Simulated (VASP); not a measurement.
# CdH2O2 (C2) in VASP: single point with PBEsol

Aim: the single point of CdH2O2 with PBEsol.

Everything below comes from runs of VASP 6.6.1. Logs are shortened: lines on timing, memory, paths and dates and some standing lists are left out, and cuts for length are marked.

### Step 1. The cell of the first run

It takes space group C2 (No. 5, monoclinic). The conventional cell has a = 6.238 Å, b = 3.538 Å, c = 4.805 Å, α = 90.00°, β = 95.12°, γ = 90.00°. Cd (site symmetry 2) has 6 O at 2.31 to 2.39 Å and 8 H at 2.74 to 3.17 Å within 3.2 Å. H (site symmetry 1) has 1 O at 0.98 Å within 1.3 Å. Within 1.3 Å of O (site symmetry 1) lie 1 H at 0.98 Å.

### Step 2. Single point, PBEsol

The input, INCAR:

```
SYSTEM = CdH2O2
PREC = Accurate
ENCUT = 700
EDIFF = 1E-6
ISMEAR = -1
SIGMA = 0.02
LREAL = .FALSE.
LASPH = .TRUE.
NELM = 120
ALGO = Normal
ISIF = 2
LWAVE = .FALSE.
LCHARG = .FALSE.
GGA = PS
NBANDS = 25
GGA_COMPAT = .FALSE.
```

The input, KPOINTS:

```
Automatic mesh
0
G
  7 7 5
  0 0 0
```

The input, POSCAR:

```
CdH2O2
1.0
    3.5856750000      0.0000000000      0.0000000000
    1.8398189366      3.0776828111      0.0000000000
   -0.3727837097     -0.2114664635      4.7860737083
Cd H O
1 2 2
Direct
    0.0228220000      0.9771780000      0.0000000000
    0.4108960000      0.1740750000      0.5695200000
    0.8259250000      0.5891040000      0.4304800000
    0.3348550000      0.2783580000      0.7640510000
    0.7216420000      0.6651450000      0.2359490000
```

Potentials or basis: VASP PAW PBE potentials, release 64 (Cd_sv_GW, H, O).

The run is started by

```sh
$ cat potpaw_PBE.64/Cd_sv_GW/POTCAR potpaw_PBE.64/H/POTCAR potpaw_PBE.64/O/POTCAR > POTCAR
$ mpirun -np 1 vasp_std > vasp.out
```

OUTCAR:

```text
SYSTEM = CdH2O2
   PREC = Accurate
   ENCUT = 700
   EDIFF = 1E-6
   ISMEAR = -1
   LREAL = .FALSE.
   LASPH = .TRUE.
   NELM = 120
   ISIF = 2
   GGA = PS

 ion  position               nearest neighbor table
   1  0.023  0.977  0.000-   5 2.31   4 2.31
   2  0.411  0.174  0.570-   4 0.98
   3  0.826  0.589  0.430-   5 0.98
   4  0.335  0.278  0.764-   2 0.98   1 2.31
   5  0.722  0.665  0.236-   3 0.98   1 2.31

  LATTYP: Found a base centered monoclinic cell.
 ALAT       =     6.2376370479
 B/A-ratio  =     0.5672631556
 C/A-ratio  =     0.7703598275
 COS(beta)  =    -0.0891916126

  Lattice vectors:

 A1 = (   3.5856750000,   0.0000000000,   0.0000000000)
 A2 = (   1.8398189366,   3.0776828111,   0.0000000000)
 A3 = (  -0.3727837097,  -0.2114664635,   4.7860737083)

Analysis of symmetry for initial positions (statically):
=====================================================================
 Subroutine PRICEL returns:
 Original cell was already a primitive cell.

 Routine SETGRP: Setting up the symmetry group for a
 base centered monoclinic supercell.

 Subroutine GETGRP returns: Found  2 space group operations
 (whereof  2 operations were pure point group operations)
 out of a pool of  4 trial point group operations.

The static configuration has the point symmetry C_2 .

Analysis of symmetry for dynamics (positions and initial velocities):
=====================================================================
 Subroutine PRICEL returns:
 Original cell was already a primitive cell.

 Routine SETGRP: Setting up the symmetry group for a
 base centered monoclinic supercell.

 Subroutine GETGRP returns: Found  2 space group operations
 (whereof  2 operations were pure point group operations)
 out of a pool of  4 trial point group operations.

The dynamic configuration has the point symmetry C_2 .

 Subroutine INISYM returns: Found  2 space group operations
 (whereof  2 operations are pure point group operations),
 and found     1 'primitive' translations

----------------------------------------------------------------------------------------

                                     Primitive cell

  volume of cell :      52.8171

  direct lattice vectors                    reciprocal lattice vectors
     3.585675000  0.000000000  0.000000000     0.278887518 -0.166717160  0.014356159
     1.839818937  3.077682811  0.000000000     0.000000000  0.324919773  0.014356159
    -0.372783710 -0.211466464  4.786073708     0.000000000  0.000000000  0.208939532

  length of vectors
     3.585675000  3.585675000  4.805225000     0.325236772  0.325236772  0.208939532

  position of ions in fractional coordinates (direct lattice)
     0.022822000  0.977178000  0.000000000
     0.410896000  0.174075000  0.569520000
     0.825925000  0.589104000  0.430480000
     0.334855000  0.278358000  0.764051000
     0.721642000  0.665145000  0.235949000

  ion indices of the primitive-cell ions
   primitive index   ion index
                 1           1
                 2           2
                 3           3
                 4           4
                 5           5

----------------------------------------------------------------------------------------

 KPOINTS: Automatic mesh

Automatic generation of k-mesh.
 Grid dimensions read from file:
 generate k-points for:    7    7    5

 Generating k-lattice:

  Cartesian coordinates                     Fractional coordinates (reciprocal lattice)
     0.039841074 -0.023816737  0.002050880     0.142857143 -0.000000000  0.000000000
     0.000000000  0.046417110  0.002050880     0.000000000  0.142857143 -0.000000000
     0.000000000  0.000000000  0.041787906     0.000000000  0.000000000  0.200000000

  Length of vectors
     0.046462396  0.046462396  0.041787906

  Shift w.r.t. Gamma in fractional coordinates (k-lattice)
     0.000000000  0.000000000  0.000000000

 Subroutine IBZKPT returns following result:
 ===========================================

 Found     72 irreducible k-points:

 Following reciprocal coordinates:
            Coordinates               Weight
  0.000000  0.000000  0.000000      1.000000
  0.142857 -0.000000  0.000000      4.000000
  0.285714 -0.000000  0.000000      4.000000
  0.428571  0.000000 -0.000000      4.000000
  0.142857  0.142857  0.000000      2.000000
  0.285714  0.142857  0.000000      4.000000
[... 16 lines left out ...]
 -0.142857  0.000000  0.200000      4.000000
  0.142857  0.142857  0.200000      2.000000
 [... further k-points ...]
   k-points           NKPTS =     72   k-points in BZ     NKDIM =     72   number of bands    NBANDS=     25
   number of dos      NEDOS =    301   number of ions     NIONS =      5
   total plane-waves  NPLWV =  43008
   dimension x,y,z NGX =    32 NGY =   32 NGZ =   42
   dimension x,y,z NGXF=    64 NGYF=   64 NGZF=   84
   ions per type =               1   2   2
   NGX,Y,Z   is equivalent  to a cutoff of  14.84, 14.84, 14.53 a.u.
   NGXF,Y,Z  is equivalent  to a cutoff of  29.67, 29.67, 29.06 a.u.
 SYSTEM =  CdH2O2
   PREC   = accura    normal or accurate (medium, high low for compatibility)
   ISTART =      0    job   : 0-new  1-cont  2-samecut
   ICHARG =      2    charge: 1-file 2-atom 10-const
   ISPIN  =      1    spin polarized calculation?
   LNONCOLLINEAR =      F non collinear calculations
   LSORBIT =      F    spin-orbit coupling
   LASPH  =      T    aspherical Exc in radial PAW
   ENCUT  =  700.0 eV  51.45 Ry    7.17 a.u.   7.74  7.74 10.37*2*pi/ulx,y,z
   NELM   =    120;   NELMIN=  2; NELMDL= -5     # of ELM steps
   EDIFF  = 0.1E-05   stopping-criterion for ELM
   LREAL  =      F    real-space projection
   EDIFFG = 0.1E-04   stopping-criterion for IOM
   NSW    =      0    number of steps for IOM
   IBRION =     -1    ionic relax: 0-MD 1-quasi-New 2-CG
   NFREE  =      0    steps in history (QN), initial steepest desc. (CG)
   ISIF   =      2    stress and relaxation
   ISYM   =      2    0-nonsym 1-usesym 2-fastsym
   POTIM  = 0.5000    time-step for ionic-motion
   TEBEG  =    0.0;   TEEND  =   0.0 temperature during run
   PSTRESS=    0.0 pullay stress
   NELECT =      34.0000    total number of electrons
   NUPDOWN=      -1.0000    fix difference up-down
   EMIN   =  10.00;   EMAX   =-10.00  energy-range for DOS
   EFERMI =   0.00;   METHOD = LEGACY
   ISMEAR =    -1;   SIGMA  =   0.02  broadening in eV -4-tet -1-fermi 0-gaus
   EFERMI_NEDOS =   21; number of points for ismear=-14 and -15
   IALGO  =     38    algorithm
   IMIX   =      4    mixing-type and parameters
     AMIX     =   0.40;   BMIX     =  1.00
     AMIX_MAG =   1.60;   BMIX_MAG =  1.00
  volume/ion in A,a.u.               =      10.56        71.29
  Fermi-wavevector in a.u.,A,eV,Ry     =   1.413545  2.671213 27.185943  1.998110
  Thomas-Fermi vector in A             =   2.535180
   LORBIT       =      0    0 simple, 1 ext, 2 COOP (PROOUT), +10 PAW based schemes
   GGA     = PS    functional components
   LHFCALC =     F    Hartree Fock is set to
   AEXX    =    0.0000 exact exchange contribution
   IVDW    =     0    specifies the selected vdW correction
   LEPSILON=     F    determine dielectric tensor
   LRPA    =     F    only Hartree local field effects (RPA)
 non-spin polarized calculation
  energy-cutoff  :      700.00
  volume of cell :       52.82
 maximum number of plane-waves:      2247
   NGX = 15   NGY = 15   NGZ = 21

 number of electron      34.0000001 magnetization

 Free energy of the ion-electron system (eV)
  ---------------------------------------------------
  ext. energy  EPLUGINS =         0.00000000
  ---------------------------------------------------
  free energy    TOTEN  =       -23.51305777 eV

  energy without entropy =      -23.51305777  energy(sigma->0) =      -23.51305777

 E-fermi :   1.2990     XC(G=0):  -9.9875

 val. band max:        0.7980779200   @ k =   0.0000   0.0000   0.0000
 cond. band min:       2.4477928724   @ k =   0.0000   0.0000   0.0000
 fundamental gap:      1.6497149524
 Fermi energy:         1.2990024789

 k-point     1 :       0.0000    0.0000    0.0000
  band No.  band energies     occupation
      1     -98.7385      2.00000
      2     -59.8951      2.00000
      3     -59.8445      2.00000
      4     -59.8196      2.00000
      5     -17.3014      2.00000
      6     -16.3764      2.00000
[... 17 lines left out ...]
     24      14.6923      0.00000
     25      17.5504      0.00000

 k-point     2 :       0.1429   -0.0000    0.0000
  band No.  band energies     occupation
      1     -98.7384      2.00000
      2     -59.8950      2.00000
      3     -59.8452      2.00000
      4     -59.8199      2.00000
      5     -17.2274      2.00000
      6     -16.4065      2.00000
[... 17 lines left out ...]
     24      14.8377      0.00000
     25      16.7544      0.00000

 k-point     3 :       0.2857   -0.0000    0.0000
  band No.  band energies     occupation
      1     -98.7383      2.00000
      2     -59.8948      2.00000
      3     -59.8470      2.00000
      4     -59.8207      2.00000
      5     -17.0393      2.00000
      6     -16.4918      2.00000
[... 17 lines left out ...]
     24      14.1029      0.00000
     25      15.5536      0.00000

 k-point     4 :       0.4286    0.0000   -0.0000
  band No.  band energies     occupation
      1     -98.7383      2.00000
      2     -59.8947      2.00000
      3     -59.8484      2.00000
      4     -59.8213      2.00000
      5     -16.8169      2.00000
      6     -16.6271      2.00000
[... 17 lines left out ...]
     24      13.9855      0.00000
     25      15.0677      0.00000

 k-point     5 :       0.1429    0.1429    0.0000
  band No.  band energies     occupation
      1     -98.7384      2.00000
      2     -59.8950      2.00000
      3     -59.8447      2.00000
      4     -59.8204      2.00000
      5     -17.2452      2.00000
      6     -16.3910      2.00000
[... 17 lines left out ...]
     24      14.8913      0.00000
     25      16.4429      0.00000

 k-point     6 :       0.2857    0.1429    0.0000
  band No.  band energies     occupation
      1     -98.7384      2.00000
      2     -59.8949      2.00000
      3     -59.8456      2.00000
      4     -59.8212      2.00000
      5     -17.1323      2.00000
      6     -16.4318      2.00000
[... 17 lines left out ...]
     24      14.1218      0.00000
     25      16.2073      0.00000
[... 393 lines left out ...]
 k-point    21 :      -0.4286    0.0000    0.2000
  band No.  band energies     occupation
      1     -98.7383      2.00000
      2     -59.8947      2.00000
      3     -59.8484      2.00000
      4     -59.8213      2.00000
      5     -16.7882      2.00000
      6     -16.6527      2.00000
[... 17 lines left out ...]
     24      13.9698      0.00000
     25      15.3894      0.00000

 k-point    22 :      -0.2857    0.0000    0.2000
  band No.  band energies     occupation
      1     -98.7383      2.00000
      2     -59.8948      2.00000
      3     -59.8470      2.00000
      4     -59.8207      2.00000
      5     -16.9949      2.00000
      6     -16.5391      2.00000
[... 17 lines left out ...]
     24      13.9122      0.00000
     25      15.5476      0.00000

 k-point    23 :      -0.1429    0.0000    0.2000
  band No.  band energies     occupation
      1     -98.7384      2.00000
      2     -59.8950      2.00000
      3     -59.8452      2.00000
      4     -59.8199      2.00000
      5     -17.1668      2.00000
      6     -16.4781      2.00000
[... 17 lines left out ...]
     24      14.6238      0.00000
     25      16.1665      0.00000

 k-point    24 :       0.1429    0.1429    0.2000
  band No.  band energies     occupation
      1     -98.7384      2.00000
      2     -59.8950      2.00000
      3     -59.8447      2.00000
      4     -59.8204      2.00000
      5     -17.1623      2.00000
      6     -16.4908      2.00000
[... 17 lines left out ...]
     24      15.3523      0.00000
     25      15.7703      0.00000

 [... further k-points ...]
[... 5 lines left out ...]
  --------------------------------------------------------------------------------------
  -------------------------------------------------------------------------------------
  Total       -1.7480869     -1.6405385     -1.3421680     -0.0899545     -0.0295711     -0.0521293
  in kB      -53.0272895    -49.7648652    -40.7139560     -2.7287216     -0.8970235     -1.5813145
  external PRESSURE =     -47.8353702 kB  Pullay stress =       0.0000000 kB

 VOLUME and BASIS-vectors are now :
 -----------------------------------------------------------------------------
  energy-cutoff  :      700.00
  volume of cell :       52.82
      direct lattice vectors                 reciprocal lattice vectors
     3.585675000  0.000000000  0.000000000     0.278887518 -0.166717160  0.014356159
     1.839818937  3.077682811  0.000000000     0.000000000  0.324919773  0.014356159
    -0.372783710 -0.211466464  4.786073708     0.000000000  0.000000000  0.208939532

 POSITION                                       TOTAL-FORCE (eV/Angst)
 -----------------------------------------------------------------------------------
      1.87966      3.00744      0.00000         0.030100     -0.053062      0.000000
      1.58130      0.41531      2.72576        -0.009613      0.074346     -0.010738
      3.88487      1.72204      2.06031        -0.058880      0.046398      0.010738
      1.42798      0.69513      3.65680         0.006074     -0.041285      0.220239
      3.72336      1.99721      1.12927         0.032320     -0.026397     -0.220239
 -----------------------------------------------------------------------------------
    total drift:                               -0.000295      0.000521     -0.000000

  FREE ENERGIE OF THE ION-ELECTRON SYSTEM (eV)
  ---------------------------------------------------
  free  energy   TOTEN  =       -23.5130577690 eV

  energy  without entropy=      -23.5130577690  energy(sigma->0) =      -23.51305777
```

Run time: 87 s. Hardware: 1 thread of Intel Xeon Platinum 8375C at 2.90GHz (Ice Lake), shared host; peak memory 0.32 GiB.

Results:

| Property | Result |
| --- | --- |
| Free energy | -23.5131 eV |
| Pressure | -4.8 GPa |
| Largest force | 0.224 eV/Å |
| Band gap on the k mesh | 1.65 eV |

Forces on the atoms (eV/Å):
```
Cd   0.030 -0.053  0.000
H   -0.010  0.074 -0.011
H   -0.059  0.046  0.011
O    0.006 -0.041  0.220
O    0.032 -0.026 -0.220
```

Caveat: the cell stands under tension; the PAW data sets were made with another functional, which shifts forces and pressure a little.
